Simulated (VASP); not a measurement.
# F: single point with r2SCAN

The system is F.

```
F
1.0
     0.00000    2.39727    2.39727
     2.39727    0.00000    2.39727
     2.39727    2.39727    0.00000
F
2
Direct
  0.00000 0.00000 0.00000
  0.25000 0.25000 0.25000
```

```
Program             : VASP 6.6.1
Task                : single point
Functional          : r2SCAN
Potentials or basis : VASP PAW PBE potentials, release 64 (F)
Cutoff              : 520 eV
k mesh              : 12 × 12 × 12
Occupations         : fermi-dirac, width 0.1 eV
Spin                : no spin polarisation
```

The pressure is -0.6 GPa and the band gap on the k mesh is zero (bands 7 and 8 overlap by 1.07 eV).

Levels at points of the mesh, in eV from the Fermi level:
```tsv
k point	band 3	band 4	band 5	band 6	band 7	band 8	band 9	band 10	band 11	band 12
(0.00, 0.00, 0.00)	-2.70	-2.70	-2.70	-0.77	-0.77	-0.77	10.59	25.41	25.41	25.41
(0.50, 0.00, 0.00)	-3.58	-3.20	-3.20	-0.26	-0.26	-0.25	14.47	16.77	22.43	22.43
(0.50, 0.50, 0.00)	-3.76	-3.76	-1.95	-1.95	0.30	0.30	15.42	15.42	23.53	23.53
```

It took 51 s on 1 thread of Intel(R) Xeon(R) 6975P-C (Granite Rapids), on a shared host, peak memory 0.16 GiB.

Caveat: the PAW data sets were made with another functional, which shifts forces and pressure a little.
